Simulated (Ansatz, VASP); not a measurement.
# Mn3Ag: VASP beside Ansatz

Contents of INCAR:

```
  PREC = Accurate
  ENCUT = 600
  EDIFF = 1E-6
  ISMEAR = 0
  SIGMA = 0.1
  LREAL = False
  LASPH = True
  NELM = 150
  ALGO = Normal
  ISIF = 3
  LWAVE = False
  LCHARG = False
  ISPIN = 2
  MAGMOM = 3.77 3.77 3.77 0.12
  LORBIT = 11
  LMAXMIX = 4
  GGA = PE
  IBRION = 2
  NSW = 90
  EDIFFG = -0.04
```

KPOINTS

```
Automatic mesh
0
Gamma
  4 4 4
```

POSCAR

```
Mn3Ag
1.0
    3.8551510122      0.0000000000      0.0000000000
    0.0000000000      3.8551510122      0.0000000000
    0.0000000000      0.0000000000      3.8551510122
Mn Ag
3 1
Direct
    0.0000000000      0.5000000000      0.5000000000
    0.5000000000      0.0000000000      0.5000000000
    0.5000000000      0.5000000000      0.0000000000
    0.0000000000      0.0000000000      0.0000000000
```

Input for Ansatz:

```yaml
crystal:
  lattice:
    - [3.8551510122, 0.0, 0.0]
    - [0.0, 3.8551510122, 0.0]
    - [0.0, 0.0, 3.8551510122]
  atoms:
    - { symbol: Mn, position: [0.0, 0.5, 0.5], spin: 3.77 }
    - { symbol: Mn, position: [0.5, 0.0, 0.5], spin: 3.77 }
    - { symbol: Mn, position: [0.5, 0.5, 0.0], spin: 3.77 }
    - { symbol: Ag, position: [0.0, 0.0, 0.0], spin: 0.12 }
basis:
  ecutwfc: 420
kpoints:
  mp_grid: { grid: [4, 4, 4] }
hamiltonian:
  xc: pbe
scf:
  occupations: { method: gaussian, width: 0.1 }
  lower_state_search: "off"
output:
  forces: true
  stress: true
  eigenvalues: true
  populations: true
magnetization:
  spin_polarized: true
relax:
  adjacent_minimum: "off"
  f_tol: 0.04
  max_steps: 70
  cell: { stress_tol: 0.4 }
```

Alike in both runs: task relaxation of cell and atoms; functional PBE; k mesh 4 × 4 × 4; occupations gaussian, width 0.1 eV; collinear spin.

|  | VASP | Ansatz |
| --- | --- | --- |
| version | VASP 6.6.1 | Ansatz 0.2.0 |
| potentials or method | VASP PAW PBE potentials, release 64 (Mn_pv, Ag), cutoff 600 eV | scalar-relativistic, plane waves, PAW |
| valence electrons in the cell | 50 | 64 |

```csv
,VASP,Ansatz,Ansatz less VASP
"gap on the k mesh at the Fermi level, each at its own relaxed structure (eV)",none,none,-
net moment per atom (μB),2.72,2.72,-0.003
size of the moment on the site where the two differ most (μB),0.01,0.07,+0.056
relaxed volume (Å³/atom),15.34,15.31,-0.035
relaxed cell length with the largest relative difference (Å),3.944,3.941,-0.0030
```

Site moments also hang on the region over which each program counts them. A gap of «none» marks a metal or a gap that the smearing closes. VASP's potentials hold 50 valence electrons a cell and Ansatz's 64, so a difference there can come from the potentials and not from the codes.

The k mesh is coarse, so the values compare programs but aren't converged.
